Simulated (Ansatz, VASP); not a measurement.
## Two plane-wave programs on Ni

```
Ni
1.0
     0.00000    1.70255    1.70255
     1.70255    0.00000    1.70255
     1.70255    1.70255    0.00000
Ni
1
Direct
  0.00000 0.00000 0.00000
```

Alike in both runs: task single point; functional RPBE; k mesh 25 × 25 × 25; occupations fermi-dirac, width 0.05 eV; collinear spin.

|  | VASP | Ansatz |
| --- | --- | --- |
| version | VASP 6.6.1 | Ansatz 0.2.0 |
| potentials or method | VASP PAW PBE potentials, release 64 (Ni), cutoff 520 eV | plane waves (420 eV) with PAW, scalar-relativistic |
| valence electrons in the cell | 10 | 18 |

|  | VASP | Ansatz | Ansatz less VASP |
| --- | --- | --- | --- |
| net moment per atom (μB) | 0.61 | 0.62 | +0.010 |
| size of the moment on the site where the two differ most (μB) | 0.61 | 0.65 | +0.043 |

VASP's potentials were made for PBE, not for RPBE. Site moments also hang on the region over which each program counts them. VASP's potentials hold 10 valence electrons a cell and Ansatz's 18, so a difference there can come from the potentials and not from the codes.
